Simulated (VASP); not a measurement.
# SiO2 (P6_522) in VASP: single point with r2SCAN

Aim: the single point of SiO2 with r2SCAN.

Program: VASP 6.6.1. These are calculated values, not measurements. Logs are shortened: lines on timing, memory, paths and dates and some standing lists are left out, and cuts for length are marked.

## Step 1: The cell of the first run

It takes space group P6_522 (No. 179, hexagonal). Conventional cell: a = 7.153 Å, b = 7.153 Å, c = 6.645 Å, α = 90.00°, β = 90.00°, γ = 120.00°. Within 2.1 Å of Si (site symmetry 2) lie 4 O at 1.56 to 1.57 Å. O (site symmetry 2) has 2 Si at 1.57 Å within 2.1 Å. O (site symmetry 2) has 2 Si at 1.56 Å within 2.1 Å.

## Step 2: Single point, r2SCAN (16.36 Å³/atom)

POSCAR reads:

```
SiO2
1.0
    7.1534179310      0.0000000000      0.0000000000
   -3.5767089655      6.1950416521      0.0000000000
    0.0000000000      0.0000000000      6.6453678712
Si O
6 12
Direct
    0.5390457011      0.7695228505      0.4166666667
    0.4609542989      0.2304771495      0.9166666667
    0.2304771495      0.4609542989      0.7500000000
    0.7695228505      0.2304771495      0.5833333333
    0.7695228505      0.5390457011      0.2500000000
    0.2304771495      0.7695228505      0.0833333333
    0.6077002617      0.3922997383      0.0833333333
    0.0000000000      0.6953700876      0.1666666667
    0.7845994766      0.3922997383      0.4166666667
    0.6953700876      0.6953700876      0.3333333333
    0.3046299124      0.3046299124      0.8333333333
    0.6077002617      0.2154005234      0.7500000000
    0.2154005234      0.6077002617      0.9166666667
    0.3046299124      0.0000000000      0.0000000000
    0.0000000000      0.3046299124      0.6666666667
    0.3922997383      0.7845994766      0.2500000000
    0.3922997383      0.6077002617      0.5833333333
    0.6953700876      0.0000000000      0.5000000000
```

INCAR.step1 reads:

```
PREC = Accurate
ENCUT = 660
ISMEAR = 0
SIGMA = 0.02
LREAL = F
LASPH = T
NELM = 120
NBANDS = 63
GGA = PE
ALGO = Normal
EDIFF = 1E-5
LWAVE = T
LCHARG = F
GGA_COMPAT = F
```

INCAR.step2 reads:

```
PREC = Accurate
ENCUT = 660
EDIFF = 1E-6
ISMEAR = 0
SIGMA = 0.02
LREAL = F
LASPH = T
NELM = 120
ALGO = Normal
ISIF = 2
LWAVE = F
LCHARG = F
METAGGA = R2SCAN
LMIXTAU = T
NBANDS = 63
ISTART = 1
GGA_COMPAT = F
```

KPOINTS reads:

```
regular mesh
0
Gamma
  6 6 4
```

Potentials or basis: VASP PAW PBE potentials, release 64 (Si, O).

On the command line:

```
$ cat potpaw_PBE.64/Si/POTCAR potpaw_PBE.64/O/POTCAR > POTCAR
$ cp INCAR.step1 INCAR
$ mpirun -np 1 vasp_std > vasp.out
$ cp INCAR.step2 INCAR
$ mpirun -np 1 vasp_std > vasp.out
```

OUTCAR:

```text
PREC = Accurate
   ENCUT = 660
   EDIFF = 1E-6
   ISMEAR = 0
   LREAL = F
   LASPH = T
   NELM = 120
   ISIF = 2
   METAGGA = R2SCAN
   ISTART = 1

 ion  position               nearest neighbor table
   1  0.539  0.770  0.417-  10 1.56  18 1.56  17 1.57  16 1.57   5 3.06   4 3.06   3 3.13   6 3.13

   2  0.461  0.230  0.917-  11 1.56  14 1.56   7 1.57  12 1.57   3 3.06   6 3.06   5 3.13   4 3.13

   3  0.230  0.461  0.750-  11 1.56  15 1.56  17 1.57  13 1.57   2 3.06   4 3.06   1 3.13   6 3.13

   4  0.770  0.230  0.583-  18 1.56  15 1.56   9 1.57  12 1.57   1 3.06   3 3.06   5 3.13   2 3.13

   5  0.770  0.539  0.250-  10 1.56   8 1.56   7 1.57   9 1.57   1 3.06   6 3.06   4 3.13   2 3.13

   6  0.230  0.770  0.083-  14 1.56   8 1.56  13 1.57  16 1.57   2 3.06   5 3.06   3 3.13   1 3.13

   7  0.608  0.392  0.083-   2 1.57   5 1.57
   8  0.000  0.695  0.167-   5 1.56   6 1.56
   9  0.785  0.392  0.417-   4 1.57   5 1.57
  10  0.695  0.695  0.333-   5 1.56   1 1.56
  11  0.305  0.305  0.833-   3 1.56   2 1.56
  12  0.608  0.215  0.750-   4 1.57   2 1.57
  13  0.215  0.608  0.917-   6 1.57   3 1.57
  14  0.305  0.000  0.000-   2 1.56   6 1.56
  15  0.000  0.305  0.667-   3 1.56   4 1.56
  16  0.392  0.785  0.250-   6 1.57   1 1.57
  17  0.392  0.608  0.583-   1 1.57   3 1.57
  18  0.695  0.000  0.500-   1 1.56   4 1.56

  LATTYP: Found a hexagonal cell.
 ALAT       =     7.1534179310
 C/A-ratio  =     0.9289779984

  Lattice vectors:

 A1 = (   7.1534179310,   0.0000000000,   0.0000000000)
 A2 = (  -3.5767089655,   6.1950416521,   0.0000000000)
 A3 = (   0.0000000000,   0.0000000000,   6.6453678712)

Analysis of symmetry for initial positions (statically):
=====================================================================
 Subroutine PRICEL returns:
 Original cell was already a primitive cell.

 Routine SETGRP: Setting up the symmetry group for a
 hexagonal supercell.

 Subroutine GETGRP returns: Found 12 space group operations
 (whereof  2 operations were pure point group operations)
 out of a pool of 24 trial point group operations.

The static configuration has the point symmetry C_2 .
 The point group associated with its full space group is D_6 .

Analysis of symmetry for dynamics (positions and initial velocities):
=====================================================================
 Subroutine PRICEL returns:
 Original cell was already a primitive cell.

 Routine SETGRP: Setting up the symmetry group for a
 hexagonal supercell.

 Subroutine GETGRP returns: Found 12 space group operations
 (whereof  2 operations were pure point group operations)
 out of a pool of 24 trial point group operations.

The dynamic configuration has the point symmetry C_2 .
 The point group associated with its full space group is D_6 .

 Subroutine INISYM returns: Found 12 space group operations
 (whereof  2 operations are pure point group operations),
 and found     1 'primitive' translations

----------------------------------------------------------------------------------------

                                     Primitive cell

  volume of cell :     294.4943

  direct lattice vectors                    reciprocal lattice vectors
     7.153417931  0.000000000  0.000000000     0.139793314  0.080709708  0.000000000
    -3.576708965  6.195041652  0.000000000     0.000000000  0.161419415  0.000000000
     0.000000000  0.000000000  6.645367871     0.000000000  0.000000000  0.150480759

  length of vectors
     7.153417931  7.153417931  6.645367871     0.161419415  0.161419415  0.150480759

  position of ions in fractional coordinates (direct lattice)
     0.539045701  0.769522851  0.416666667
     0.460954299  0.230477149  0.916666667
     0.230477149  0.460954299  0.750000000
     0.769522851  0.230477149  0.583333333
     0.769522851  0.539045701  0.250000000
     0.230477149  0.769522851  0.083333333
[... 10 lines left out ...]
     0.392299738  0.607700262  0.583333333
     0.695370088  0.000000000  0.500000000

  ion indices of the primitive-cell ions
   primitive index   ion index
                 1           1
                 2           2
                 3           3
                 4           4
                 5           5
                 6           6
[... 10 lines left out ...]
                17          17
                18          18

----------------------------------------------------------------------------------------

 KPOINTS: regular mesh

Automatic generation of k-mesh.
 Grid dimensions read from file:
 generate k-points for:    6    6    4

 Generating k-lattice:

  Cartesian coordinates                     Fractional coordinates (reciprocal lattice)
     0.023298886  0.013451618  0.000000000     0.166666667  0.000000000  0.000000000
     0.000000000  0.026903236  0.000000000     0.000000000  0.166666667  0.000000000
     0.000000000  0.000000000  0.037620190     0.000000000  0.000000000  0.250000000

  Length of vectors
     0.026903236  0.026903236  0.037620190

  Shift w.r.t. Gamma in fractional coordinates (k-lattice)
     0.000000000  0.000000000  0.000000000

 Subroutine IBZKPT returns following result:
 ===========================================

 Found     21 irreducible k-points:

 Following reciprocal coordinates:
            Coordinates               Weight
  0.000000  0.000000  0.000000      1.000000
  0.166667  0.000000  0.000000      6.000000
  0.333333  0.000000  0.000000      6.000000
  0.500000  0.000000  0.000000      3.000000
  0.166667  0.166667  0.000000      6.000000
  0.333333  0.166667  0.000000     12.000000
[... 13 lines left out ...]
  0.333333  0.166667  0.500000     12.000000
  0.333333  0.333333  0.500000      2.000000
   k-points           NKPTS =     21   k-points in BZ     NKDIM =     21   number of bands    NBANDS=     63
   number of dos      NEDOS =    301   number of ions     NIONS =     18
   total plane-waves  NPLWV = 201600
   dimension x,y,z NGX =    60 NGY =   60 NGZ =   56
   dimension x,y,z NGXF=   120 NGYF=  120 NGZF=  112
   ions per type =               6  12
   NGX,Y,Z   is equivalent  to a cutoff of  13.94, 13.94, 14.01 a.u.
   NGXF,Y,Z  is equivalent  to a cutoff of  27.89, 27.89, 28.02 a.u.
 SYSTEM =  unknown system
   PREC   = accura    normal or accurate (medium, high low for compatibility)
   ISTART =      1    job   : 0-new  1-cont  2-samecut
   ICHARG =      0    charge: 1-file 2-atom 10-const
   ISPIN  =      1    spin polarized calculation?
   LNONCOLLINEAR =      F non collinear calculations
   LSORBIT =      F    spin-orbit coupling
   LASPH  =      T    aspherical Exc in radial PAW
   ENCUT  =  660.0 eV  48.51 Ry    6.96 a.u.  14.98 14.98 13.92*2*pi/ulx,y,z
   NELM   =    120;   NELMIN=  2; NELMDL=  0     # of ELM steps
   EDIFF  = 0.1E-05   stopping-criterion for ELM
   LREAL  =      F    real-space projection
[... 7 lines left out ...]
   TEBEG  =    0.0;   TEEND  =   0.0 temperature during run
   PSTRESS=    0.0 pullay stress
   NELECT =      96.0000    total number of electrons
   NUPDOWN=      -1.0000    fix difference up-down
   EMIN   =  10.00;   EMAX   =-10.00  energy-range for DOS
   EFERMI =   0.00;   METHOD = LEGACY
   ISMEAR =     0;   SIGMA  =   0.02  broadening in eV -4-tet -1-fermi 0-gaus
   EFERMI_NEDOS =   21; number of points for ismear=-14 and -15
   IALGO  =     38    algorithm
   IMIX   =      4    mixing-type and parameters
     AMIX     =   0.40;   BMIX     =  1.00
     AMIX_MAG =   1.60;   BMIX_MAG =  1.00
  volume/ion in A,a.u.               =      16.36       110.41
  Fermi-wavevector in a.u.,A,eV,Ry     =   1.126695  2.129144 17.271796  1.269441
  Thomas-Fermi vector in A             =   2.263378
   LORBIT       =      0    0 simple, 1 ext, 2 COOP (PROOUT), +10 PAW based schemes
   METAGGA = R2SCAN    functional components
   LHFCALC =     F    Hartree Fock is set to
   AEXX    =    0.0000 exact exchange contribution
   IVDW    =     0    specifies the selected vdW correction
   LEPSILON=     F    determine dielectric tensor
   LRPA    =     F    only Hartree local field effects (RPA)
 non-spin polarized calculation
 Gauss-broadening in eV      SIGMA  =   0.02
  energy-cutoff  :      660.00
  volume of cell :      294.49
 maximum number of plane-waves:     11364
 NGX is ok and might be reduce to    60
   NGX = 29   NGY = 29   NGZ = 27

 number of electron      96.0000000 magnetization

 Free energy of the ion-electron system (eV)
  ---------------------------------------------------
  ext. energy  EPLUGINS =         0.00000000
  ---------------------------------------------------
  free energy    TOTEN  =      -177.40842018 eV

  energy without entropy =     -177.40842018  energy(sigma->0) =     -177.40842018

 E-fermi :  -1.1731     XC(G=0):  -7.8006

 val. band max:       -1.3267627226   @ k =   0.3333   0.3333   0.0000
 cond. band min:       5.0799850483   @ k =   0.0000   0.0000   0.0000
 fundamental gap:      6.4067477709
 Fermi energy:        -1.1731022933

 k-point     1 :       0.0000    0.0000    0.0000
  band No.  band energies     occupation
      1     -22.0319      2.00000
      2     -21.1123      2.00000
      3     -21.0407      2.00000
      4     -21.0407      2.00000
      5     -20.5288      2.00000
      6     -20.5288      2.00000
[... 52 lines left out ...]
     59      10.3347      0.00000
     60      10.3446      0.00000

 k-point     2 :       0.1667    0.0000    0.0000
  band No.  band energies     occupation
      1     -21.9937      2.00000
      2     -21.2133      2.00000
      3     -21.0617      2.00000
      4     -21.0479      2.00000
      5     -20.5144      2.00000
      6     -20.4476      2.00000
[... 52 lines left out ...]
     59      10.2298      0.00000
     60      10.4638      0.00000

 k-point     3 :       0.3333    0.0000    0.0000
  band No.  band energies     occupation
      1     -21.8856      2.00000
      2     -21.4340      2.00000
      3     -21.0675      2.00000
      4     -21.0613      2.00000
      5     -20.4858      2.00000
      6     -20.3377      2.00000
[... 1070 lines left out ...]
      6     -20.2862      2.00000
[... 52 lines left out ...]
     59      10.0661      0.00000
     60      10.0661      0.00000

 k-point    21 :       0.3333    0.3333    0.5000
  band No.  band energies     occupation
      1     -21.5328      2.00000
      2     -21.5328      2.00000
      3     -21.3327      2.00000
      4     -21.3327      2.00000
      5     -20.2732      2.00000
      6     -20.2732      2.00000
[... 52 lines left out ...]
     59      10.0665      0.00000
     60      10.0665      0.00000
 [bands above 60 left out]

------------------------ aborting loop because EDIFF is reached ----------------------------------------

  FORCE on cell =-STRESS in cart. coord.  units (eV):
  Direction    XX          YY          ZZ          XY          YZ          ZX
  --------------------------------------------------------------------------------------
  -------------------------------------------------------------------------------------
  Total       25.5856100     25.5856100     25.5601863     -0.0000000     -0.0000000      0.0000000
  in kB      139.1968799    139.1968799    139.0585640     -0.0000000     -0.0000000      0.0000000
  external PRESSURE =     139.1507746 kB  Pullay stress =       0.0000000 kB

 VOLUME and BASIS-vectors are now :
 -----------------------------------------------------------------------------
  energy-cutoff  :      660.00
  volume of cell :      294.49
      direct lattice vectors                 reciprocal lattice vectors
     7.153417931  0.000000000  0.000000000     0.139793314  0.080709708  0.000000000
    -3.576708965  6.195041652  0.000000000     0.000000000  0.161419415  0.000000000
     0.000000000  0.000000000  6.645367871     0.000000000  0.000000000  0.150480759

 POSITION                                       TOTAL-FORCE (eV/Angst)
 -----------------------------------------------------------------------------------
      1.10366      4.76723      2.76890         0.027838      0.016072      0.000000
      2.47305      1.42782      6.09159        -0.027838     -0.016072      0.000000
      0.00000      2.85563      4.98403         0.000000     -0.032144      0.000000
      4.68037      1.42782      3.87646         0.027838     -0.016072      0.000000
      3.57671      3.33941      1.66134         0.000000      0.032144      0.000000
     -1.10366      4.76723      0.55378        -0.027838      0.016072      0.000000
[... 10 lines left out ...]
      0.63272      3.76473      3.87646        -0.007334      0.004234     -0.000000
      4.97427      0.00000      3.32268        -0.027238      0.000000      0.000000
 -----------------------------------------------------------------------------------
    total drift:                               -0.000003      0.000002     -0.000000

  FREE ENERGIE OF THE ION-ELECTRON SYSTEM (eV)
  ---------------------------------------------------
  free  energy   TOTEN  =      -177.4084201846 eV

  energy  without entropy=     -177.4084201846  energy(sigma->0) =     -177.40842018
```

Run time: 25 min. Hardware: 1 thread of Intel Xeon 6975P-C (Granite Rapids), shared host; peak memory 0.71 GiB.

Results:

| Property | Result |
| --- | --- |
| Free energy | -177.4084 eV |
| Pressure | 13.9 GPa |
| Largest force | 0.032 eV/Å |
| Band gap on the k mesh | 6.41 eV (least direct gap 6.54 eV) |

Forces in eV/Å, atoms in the order of the input:
```
Si   0.028  0.016  0.000
Si  -0.028 -0.016  0.000
Si   0.000 -0.032  0.000
Si   0.028 -0.016  0.000
Si   0.000  0.032  0.000
Si  -0.028  0.016  0.000
O    0.007 -0.004  0.000
O    0.014 -0.024  0.000
O   -0.007 -0.004  0.000
O   -0.014 -0.024  0.000
O    0.014  0.024  0.000
O    0.000  0.008  0.000
O    0.007  0.004  0.000
O    0.027  0.000  0.000
O   -0.014  0.024  0.000
O    0.000 -0.008  0.000
O   -0.007  0.004  0.000
O   -0.027  0.000  0.000
```

Levels at points of the mesh, in eV from the valence-band top:
```tsv
k point	band 44	band 45	band 46	band 47	band 48	band 49	band 50	band 51	band 52	band 53
(0.00, 0.00, 0.00)	-0.48	-0.48	-0.27	-0.13	-0.13	6.41	9.32	9.32	10.38	10.38
(0.50, 0.00, 0.00)	-0.57	-0.50	-0.27	-0.13	-0.02	7.65	7.80	9.29	9.64	10.47
(0.00, 0.00, 0.50)	-0.75	-0.31	-0.31	-0.27	-0.27	7.59	7.59	10.04	10.04	10.75
(0.50, 0.00, 0.50)	-0.45	-0.21	-0.21	-0.05	-0.05	8.52	8.52	8.81	8.81	10.24
```

Caveat: the cell stands under pressure; the PAW data sets were made with another functional, which shifts forces and pressure a little. A k mesh can miss the band edges.
